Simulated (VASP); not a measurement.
# MgS (I4/mmm) in VASP: further runs, part 2 of 2

VASP 6.6.1. Earlier steps stand in the parts before.

### Step 3. Single point, LDA (zz strain of -1 %)

INCAR reads:

```
PREC     = Accurate       # precision mode
ENCUT    = 520            # plane-wave cutoff, eV
EDIFF    = 1E-6           # SCF threshold, eV
ISMEAR   = -1             # smearing method
SIGMA    = 0.01           # smearing width, eV
LREAL    = False          # projectors in reciprocal space
LASPH    = True           # aspherical terms in the spheres
NELM     = 80             # most SCF steps
ALGO     = Normal         # electronic algorithm
ISIF     = 2              # what is computed and relaxed
LWAVE    = False          # write WAVECAR
LCHARG   = True           # write CHGCAR
GGA      = CA             # functional
LELF     = True           # ELF
LVHAR    = True         
NBANDS   = 11             # bands
```

KPOINTS reads:

```
Automatic mesh
0
Gamma
  8 8 8
```

POSCAR reads:

```
MgS
1.0
    0.0000000000      2.6016500000      2.5756335000
    2.6016500000      0.0000000000      2.5756335000
    2.6016500000      2.6016500000      0.0000000000
Mg S
1 1
Direct
    0.0000000000      0.0000000000      0.0000000000
    0.5000000000      0.5000000000      0.5000000000
```

Potentials or basis: VASP PAW LDA potentials, release 64 (Mg, S).

Started as:

```
> cat potpaw_LDA.64/Mg/POTCAR potpaw_LDA.64/S/POTCAR > POTCAR
> mpirun -np 1 vasp_std > vasp.out
```

OUTCAR:

```text
PREC = Accurate
   ENCUT = 520
   EDIFF = 1E-6
   ISMEAR = -1
   LREAL = False
   LASPH = True
   NELM = 80
   ISIF = 2
   GGA = CA

 ion  position               nearest neighbor table
   1  0.000  0.000  0.000-   2 2.58   2 2.58   2 2.60   2 2.60   2 2.60   2 2.60
   2  0.500  0.500  0.500-   1 2.58   1 2.58   1 2.60   1 2.60   1 2.60   1 2.60

  LATTYP: Found a body centered tetragonal cell.
 ALAT       =     3.6792887145
 C/A-ratio  =     1.4000714267

  Lattice vectors:

 A1 = (   0.0000000000,  -2.6016500000,  -2.5756335000)
 A2 = (   0.0000000000,   2.6016500000,  -2.5756335000)
 A3 = (   2.6016500000,   0.0000000000,   2.5756335000)

Analysis of symmetry for initial positions (statically):
=====================================================================
 Subroutine PRICEL returns:
 Original cell was already a primitive cell.

 Routine SETGRP: Setting up the symmetry group for a
 body centered tetragonal supercell.

 Subroutine GETGRP returns: Found 16 space group operations
 (whereof 16 operations were pure point group operations)
 out of a pool of 16 trial point group operations.

The static configuration has the point symmetry D_4h.

Analysis of symmetry for dynamics (positions and initial velocities):
=====================================================================
 Subroutine PRICEL returns:
 Original cell was already a primitive cell.

 Routine SETGRP: Setting up the symmetry group for a
 body centered tetragonal supercell.

 Subroutine GETGRP returns: Found 16 space group operations
 (whereof 16 operations were pure point group operations)
 out of a pool of 16 trial point group operations.

The dynamic configuration has the point symmetry D_4h.

 Subroutine INISYM returns: Found 16 space group operations
 (whereof 16 operations are pure point group operations),
 and found     1 'primitive' translations

----------------------------------------------------------------------------------------

                                     Primitive cell

  volume of cell :      34.8668

  direct lattice vectors                    reciprocal lattice vectors
     0.000000000  2.601650000  2.575633500    -0.192185728  0.192185728  0.194126998
     2.601650000  0.000000000  2.575633500     0.192185728 -0.192185728  0.194126998
     2.601650000  2.601650000  0.000000000     0.192185728  0.192185728 -0.194126998

  length of vectors
     3.660938493  3.660938493  3.679288715     0.334000000  0.334000000  0.334000000

  position of ions in fractional coordinates (direct lattice)
     0.000000000  0.000000000  0.000000000
     0.500000000  0.500000000  0.500000000

  ion indices of the primitive-cell ions
   primitive index   ion index
                 1           1
                 2           2

----------------------------------------------------------------------------------------

 KPOINTS: Automatic mesh

Automatic generation of k-mesh.
 Grid dimensions read from file:
 generate k-points for:    8    8    8

 Generating k-lattice:

  Cartesian coordinates                     Fractional coordinates (reciprocal lattice)
    -0.024023216  0.024023216  0.024265875     0.125000000  0.000000000  0.000000000
     0.024023216 -0.024023216  0.024265875     0.000000000  0.125000000  0.000000000
     0.024023216  0.024023216 -0.024265875     0.000000000  0.000000000  0.125000000

  Length of vectors
     0.041750000  0.041750000  0.041750000

  Shift w.r.t. Gamma in fractional coordinates (k-lattice)
     0.000000000  0.000000000  0.000000000

 Subroutine IBZKPT returns following result:
 ===========================================

 Found     59 irreducible k-points:

 Following reciprocal coordinates:
            Coordinates               Weight
  0.000000  0.000000  0.000000      1.000000
  0.125000  0.000000  0.000000      8.000000
  0.250000  0.000000  0.000000      8.000000
  0.375000  0.000000  0.000000      8.000000
  0.500000  0.000000  0.000000      4.000000
  0.125000  0.125000  0.000000      2.000000
[... 16 lines left out ...]
  0.250000  0.000000  0.125000     16.000000
  0.375000  0.000000  0.125000     16.000000
 [... further k-points ...]
   k-points           NKPTS =     59   k-points in BZ     NKDIM =     59   number of bands    NBANDS=     11
   number of dos      NEDOS =    301   number of ions     NIONS =      2
   total plane-waves  NPLWV =  21952
   dimension x,y,z NGX =    28 NGY =   28 NGZ =   28
   dimension x,y,z NGXF=    56 NGYF=   56 NGZF=   56
   ions per type =               1   1
   NGX,Y,Z   is equivalent  to a cutoff of  12.72, 12.72, 12.65 a.u.
   NGXF,Y,Z  is equivalent  to a cutoff of  25.43, 25.43, 25.30 a.u.
 SYSTEM =  unknown system
   PREC   = accura    normal or accurate (medium, high low for compatibility)
   ISTART =      0    job   : 0-new  1-cont  2-samecut
   ICHARG =      2    charge: 1-file 2-atom 10-const
   ISPIN  =      1    spin polarized calculation?
   LNONCOLLINEAR =      F non collinear calculations
   LSORBIT =      F    spin-orbit coupling
   LASPH  =      T    aspherical Exc in radial PAW
   ENCUT  =  520.0 eV  38.22 Ry    6.18 a.u.   6.81  6.81  6.84*2*pi/ulx,y,z
   NELM   =     80;   NELMIN=  2; NELMDL= -5     # of ELM steps
   EDIFF  = 0.1E-05   stopping-criterion for ELM
   LREAL  =      F    real-space projection
   EDIFFG = 0.1E-04   stopping-criterion for IOM
   NSW    =      0    number of steps for IOM
   IBRION =     -1    ionic relax: 0-MD 1-quasi-New 2-CG
   NFREE  =      0    steps in history (QN), initial steepest desc. (CG)
   ISIF   =      2    stress and relaxation
   ISYM   =      2    0-nonsym 1-usesym 2-fastsym
   POTIM  = 0.5000    time-step for ionic-motion
   TEBEG  =    0.0;   TEEND  =   0.0 temperature during run
   PSTRESS=    0.0 pullay stress
   NELECT =       8.0000    total number of electrons
   NUPDOWN=      -1.0000    fix difference up-down
   EMIN   =  10.00;   EMAX   =-10.00  energy-range for DOS
   EFERMI =   0.00;   METHOD = LEGACY
   ISMEAR =    -1;   SIGMA  =   0.01  broadening in eV -4-tet -1-fermi 0-gaus
   EFERMI_NEDOS =   21; number of points for ismear=-14 and -15
   IALGO  =     38    algorithm
   IMIX   =      4    mixing-type and parameters
     AMIX     =   0.40;   BMIX     =  1.00
     AMIX_MAG =   1.60;   BMIX_MAG =  1.00
  volume/ion in A,a.u.               =      17.43       117.65
  Fermi-wavevector in a.u.,A,eV,Ry     =   1.002230  1.893941 13.666586  1.004466
  Thomas-Fermi vector in A             =   2.134704
   LORBIT       =      0    0 simple, 1 ext, 2 COOP (PROOUT), +10 PAW based schemes
   GGA     = CA    functional components
   LHFCALC =     F    Hartree Fock is set to
   AEXX    =    0.0000 exact exchange contribution
   IVDW    =     0    specifies the selected vdW correction
   LEPSILON=     F    determine dielectric tensor
   LRPA    =     F    only Hartree local field effects (RPA)
 non-spin polarized calculation
  energy-cutoff  :      520.00
  volume of cell :       34.87
 maximum number of plane-waves:       952
   NGX = 13   NGY = 13   NGZ = 13

 number of electron       7.9999999 magnetization

 Free energy of the ion-electron system (eV)
  ---------------------------------------------------
  ext. energy  EPLUGINS =         0.00000000
  ---------------------------------------------------
  free energy    TOTEN  =        -9.57817397 eV

  energy without entropy =       -9.57817397  energy(sigma->0) =       -9.57817397

 E-fermi :   3.9409     XC(G=0): -10.0292

 val. band max:        3.6865341363   @ k =   0.0000   0.0000   0.0000
 cond. band min:       6.2165514911   @ k =   0.5000   0.5000   0.0000
 fundamental gap:      2.5300173547
 Fermi energy:         3.9409185791

 k-point     1 :       0.0000    0.0000    0.0000
  band No.  band energies     occupation
      1      -9.0270      2.00000
      2       3.6407      2.00000
      3       3.6865      2.00000
      4       3.6865      2.00000
      5       7.2426      0.00000
      6      11.4682      0.00000
      7      11.4682      0.00000
      8      11.5728      0.00000
      9      13.8778      0.00000
     10      14.0172      0.00000
     11      16.0500      0.00000
[... 309 lines left out ...]
 k-point    24 :       0.3750    0.0000    0.1250
  band No.  band energies     occupation
      1      -7.9958      2.00000
      2      -0.1727      2.00000
      3       2.7209      2.00000
      4       2.8633      2.00000
      5       8.8138      0.00000
      6      10.1134      0.00000
      7      11.6325      0.00000
      8      11.8863      0.00000
      9      14.9394      0.00000
     10      16.4122      0.00000
     11      16.4586      0.00000

 [... further k-points ...]
[... 5 lines left out ...]
  --------------------------------------------------------------------------------------
  -------------------------------------------------------------------------------------
  Total       -0.7548774     -0.7548774     -0.5315306      0.0000000     -0.0000000     -0.0000000
  in kB      -34.6876740    -34.6876740    -24.4245774      0.0000000     -0.0000000     -0.0000000
  external PRESSURE =     -31.2666418 kB  Pullay stress =       0.0000000 kB

 VOLUME and BASIS-vectors are now :
 -----------------------------------------------------------------------------
  energy-cutoff  :      520.00
  volume of cell :       34.87
      direct lattice vectors                 reciprocal lattice vectors
     0.000000000  2.601650000  2.575633500    -0.192185728  0.192185728  0.194126998
     2.601650000  0.000000000  2.575633500     0.192185728 -0.192185728  0.194126998
     2.601650000  2.601650000  0.000000000     0.192185728  0.192185728 -0.194126998

 POSITION                                       TOTAL-FORCE (eV/Angst)
 -----------------------------------------------------------------------------------
      0.00000      0.00000      0.00000         0.000000     -0.000000      0.000000
      2.60165      2.60165      2.57563        -0.000000      0.000000     -0.000000
 -----------------------------------------------------------------------------------
    total drift:                                0.000000      0.000000      0.000000

  FREE ENERGIE OF THE ION-ELECTRON SYSTEM (eV)
  ---------------------------------------------------
  free  energy   TOTEN  =        -9.5781739669 eV

  energy  without entropy=       -9.5781739669  energy(sigma->0) =       -9.57817397
```

Run time: 43 s. Hardware: 1 thread of Intel Xeon 8259CL, shared host; peak memory 0.15 GiB.

What came out:

```
Free energy            : -9.5782 eV
Pressure               : -3.1 GPa
Band gap on the k mesh : 2.53 eV, indirect (least direct gap 3.56 eV)
```

Stress tensor (GPa, compression positive):
```
-3.47  0.00  0.00
 0.00 -3.47  0.00
 0.00  0.00 -2.44
```

Caveat: the cell differs from its parent crystal (zz strain of -1 %). A k mesh can miss the band edges.

### Step 4. Single point, LDA (zz strain of -2 %)

INCAR reads:

```
SYSTEM = MgS
  PREC = Accurate
  ENCUT = 520
  EDIFF = 1E-7
  ISMEAR = -1
  SIGMA = 0.01
  LREAL = .FALSE.
  LASPH = .TRUE.
  NELM = 100
  ALGO = Normal
  ISIF = 2
  LWAVE = .FALSE.
  LCHARG = .FALSE.
  NBANDS = 11
```

KPOINTS reads:

```
regular mesh
0
G
  8 8 8
  0 0 0
```

POSCAR reads:

```
MgS
1.0
    0.0000000000      2.6016500000      2.5496170000
    2.6016500000      0.0000000000      2.5496170000
    2.6016500000      2.6016500000      0.0000000000
Mg S
1 1
Direct
    0.0000000000      0.0000000000      0.0000000000
    0.5000000000      0.5000000000      0.5000000000
```

Started as:

```
> cat potpaw_LDA.64/Mg/POTCAR potpaw_LDA.64/S/POTCAR > POTCAR
> mpirun -np 1 vasp_std > vasp.out
```

It took 25 s on 1 thread of Intel Xeon 8259CL, shared host; peak memory 0.15 GiB.

Results (log left out):

- Free energy: -9.5817 eV
- Pressure: -2.3 GPa
- Band gap on the k mesh: 2.50 eV, indirect (least direct gap 3.62 eV)

Stress tensor (GPa, compression positive):
```
-3.07  0.00  0.00
 0.00 -3.07  0.00
 0.00  0.00 -0.85
```

Levels at points of the mesh, in eV from the valence-band top:
```tsv
k point	band 2	band 3	band 4	band 5	band 6	band 7
(0.00, 0.00, 0.00)	-0.09	0.00	0.00	3.62	7.73	7.73
(0.50, 0.00, 0.00)	-5.05	-0.68	-0.62	4.37	6.63	6.86
(0.50, 0.50, 0.00)	-4.37	-1.85	-1.85	2.50	4.11	12.10
(0.50, 0.00, 0.50)	-4.40	-1.84	-1.66	2.61	4.19	11.89
```

Caveat: the cell differs from its parent crystal (zz strain of -2 %).

### Step 5. Single point, LDA (zz strain of +1 %)

INCAR reads:

```
  PREC = Accurate
  ENCUT = 520
  EDIFF = 1E-7
  ISMEAR = -1
  SIGMA = 0.01
  LREAL = F
  LASPH = T
  NELM = 80
  ALGO = Normal
  ISIF = 2
  LWAVE = F
  LCHARG = F
  NBANDS = 11
```

KPOINTS reads:

```
Automatic mesh
0
Gamma
  8 8 8
```

POSCAR reads:

```
MgS
1.0
    0.0000000000      2.6016500000      2.6276665000
    2.6016500000      0.0000000000      2.6276665000
    2.6016500000      2.6016500000      0.0000000000
Mg S
1 1
Direct
    0.0000000000      0.0000000000      0.0000000000
    0.5000000000      0.5000000000      0.5000000000
```

Potentials or basis: VASP PAW LDA potentials, release 64 (Mg, S).

Started as:

```
> cat potpaw_LDA.64/Mg/POTCAR potpaw_LDA.64/S/POTCAR > POTCAR
> mpirun -np 1 vasp_std > vasp.out
```

OUTCAR:

```text
PREC = Accurate
   ENCUT = 520
   EDIFF = 1E-7
   ISMEAR = -1
   LREAL = F
   LASPH = T
   NELM = 80
   ISIF = 2

 ion  position               nearest neighbor table
   1  0.000  0.000  0.000-   2 2.60   2 2.60   2 2.60   2 2.60   2 2.63   2 2.63
   2  0.500  0.500  0.500-   1 2.60   1 2.60   1 2.60   1 2.60   1 2.63   1 2.63

  LATTYP: Found a body centered tetragonal cell.
 ALAT       =     3.6792887145
 C/A-ratio  =     1.4283556980

  Lattice vectors:

 A1 = (  -2.6016500000,   0.0000000000,   2.6276665000)
 A2 = (   2.6016500000,   0.0000000000,   2.6276665000)
 A3 = (   0.0000000000,   2.6016500000,  -2.6276665000)

Analysis of symmetry for initial positions (statically):
=====================================================================
 Subroutine PRICEL returns:
 Original cell was already a primitive cell.

 Routine SETGRP: Setting up the symmetry group for a
 body centered tetragonal supercell.

 Subroutine GETGRP returns: Found 16 space group operations
 (whereof 16 operations were pure point group operations)
 out of a pool of 16 trial point group operations.

The static configuration has the point symmetry D_4h.

Analysis of symmetry for dynamics (positions and initial velocities):
[... 163 lines left out ...]
 Fermi energy:         3.7190134288

 k-point     1 :       0.0000    0.0000    0.0000
  band No.  band energies     occupation
      1      -9.0925      2.00000
      2       3.4768      2.00000
      3       3.4768      2.00000
      4       3.5205      2.00000
      5       6.9061      0.00000
      6      11.2675      0.00000
      7      11.3698      0.00000
      8      11.3698      0.00000
      9      13.6771      0.00000
     10      13.8145      0.00000
     11      15.8224      0.00000
[... 309 lines left out ...]
 k-point    24 :       0.3750    0.0000    0.1250
  band No.  band energies     occupation
      1      -8.0908      2.00000
      2      -0.2940      2.00000
      3       2.5871      2.00000
      4       2.6959      2.00000
      5       8.5695      0.00000
      6       9.9462      0.00000
      7      11.3583      0.00000
      8      11.6062      0.00000
      9      14.5960      0.00000
     10      16.1923      0.00000
     11      16.2092      0.00000

 [... further k-points ...]
[... 5 lines left out ...]
  --------------------------------------------------------------------------------------
  -------------------------------------------------------------------------------------
  Total       -0.9357184     -0.9357184     -1.1296860      0.0000000      0.0000000      0.0000000
  in kB      -42.1461382    -42.1461382    -50.8827221      0.0000000      0.0000000      0.0000000
  external PRESSURE =     -45.0583328 kB  Pullay stress =       0.0000000 kB

 VOLUME and BASIS-vectors are now :
 -----------------------------------------------------------------------------
  energy-cutoff  :      520.00
  volume of cell :       35.57
      direct lattice vectors                 reciprocal lattice vectors
     0.000000000  2.601650000  2.627666500    -0.192185728  0.192185728  0.190282899
     2.601650000  0.000000000  2.627666500     0.192185728 -0.192185728  0.190282899
     2.601650000  2.601650000  0.000000000     0.192185728  0.192185728 -0.190282899

 POSITION                                       TOTAL-FORCE (eV/Angst)
 -----------------------------------------------------------------------------------
      0.00000      0.00000      0.00000        -0.000000     -0.000000     -0.000000
      2.60165      2.60165      2.62767         0.000000      0.000000      0.000000
 -----------------------------------------------------------------------------------
    total drift:                                0.000000      0.000000      0.000000

  FREE ENERGIE OF THE ION-ELECTRON SYSTEM (eV)
  ---------------------------------------------------
  free  energy   TOTEN  =        -9.5615707951 eV

  energy  without entropy=       -9.5615707951  energy(sigma->0) =       -9.56157080
```

OSZICAR:

```text
N       E                     dE             d eps       ncg     rms          rms(c)
DAV:   1     0.200072366291E+02    0.20007E+02   -0.35681E+03  1346   0.589E+02
DAV:   2    -0.859313344213E+01   -0.28600E+02   -0.26864E+02  1662   0.996E+01
DAV:   3    -0.999421978272E+01   -0.14011E+01   -0.13984E+01  1563   0.227E+01
DAV:   4    -0.100025777102E+02   -0.83579E-02   -0.83571E-02  1588   0.210E+00
DAV:   5    -0.100026444933E+02   -0.66783E-04   -0.66783E-04  1610   0.184E-01    0.436E+00
DAV:   6    -0.961596356654E+01    0.38668E+00   -0.86243E-01  1496   0.353E+00    0.334E+00
DAV:   7    -0.956732524384E+01    0.48638E-01   -0.19197E-01  1572   0.179E+00    0.210E+00
DAV:   8    -0.956198793380E+01    0.53373E-02   -0.12955E-02  1460   0.624E-01    0.841E-01
DAV:   9    -0.956160544139E+01    0.38249E-03   -0.73605E-04  1517   0.138E-01    0.370E-01
DAV:  10    -0.956157828248E+01    0.27159E-04   -0.65265E-05  1576   0.387E-02    0.146E-01
DAV:  11    -0.956157073465E+01    0.75478E-05   -0.36917E-05  1529   0.255E-02    0.178E-02
DAV:  12    -0.956157079509E+01   -0.60441E-07   -0.44558E-07  1517   0.455E-03
   1 F= -.95615708E+01 E0= -.95615708E+01  d E =-.201572E-11
```

Run time: 26 s. Hardware: 1 thread of Intel Xeon 8259CL, shared host; peak memory 0.15 GiB.

What came out:

- Free energy: -9.5616 eV
- Pressure: -4.5 GPa
- Band gap on the k mesh: 2.49 eV, indirect (least direct gap 3.39 eV)

Levels at points of the mesh, in eV from the valence-band top:
```tsv
k point	band 1	band 2	band 3	band 4	band 5	band 6	band 7	band 8	band 9
(0.00, 0.00, 0.00)	-12.61	-0.04	-0.04	0.00	3.39	7.75	7.85	7.85	10.16
(0.50, 0.00, 0.00)	-11.30	-4.88	-0.63	-0.60	4.33	6.65	6.75	9.71	11.86
(0.50, 0.50, 0.00)	-10.96	-4.24	-1.69	-1.69	2.54	4.28	11.60	12.68	13.00
(0.50, 0.00, 0.50)	-10.92	-4.23	-1.77	-1.69	2.49	4.24	11.70	12.71	12.80
```

Caveat: the cell differs from its parent crystal (zz strain of +1 %). A k mesh can miss the band edges.

### Step 6. Summary

| cell | gap on the mesh (eV) | pressure (GPa) |
| --- | --- | --- |
| a = 3.643, b = 3.643, c = 3.606 Å, angles 60.3, 60.3, 59.3°, 2 atoms | 2.55 | -0.7 |
| a = 3.661, b = 3.661, c = 3.679 Å, angles 59.8, 59.8, 60.3°, 2 atoms | 2.53 | -3.1 |
| a = 3.643, b = 3.643, c = 3.679 Å, angles 59.7, 59.7, 60.7°, 2 atoms | 2.50 | -2.3 |
| a = 3.698, b = 3.698, c = 3.679 Å, angles 60.2, 60.2, 59.7°, 2 atoms | 2.49 | -4.5 |

Alike in all rows: task single point; level LDA; potentials or basis VASP PAW LDA potentials, release 64 (Mg, S); no spin polarisation; k mesh 8 × 8 × 8; cutoff (eV) 520; smearing fermi-dirac 0.01 eV.

Absolute energies hang on the potentials; compare differences alone.
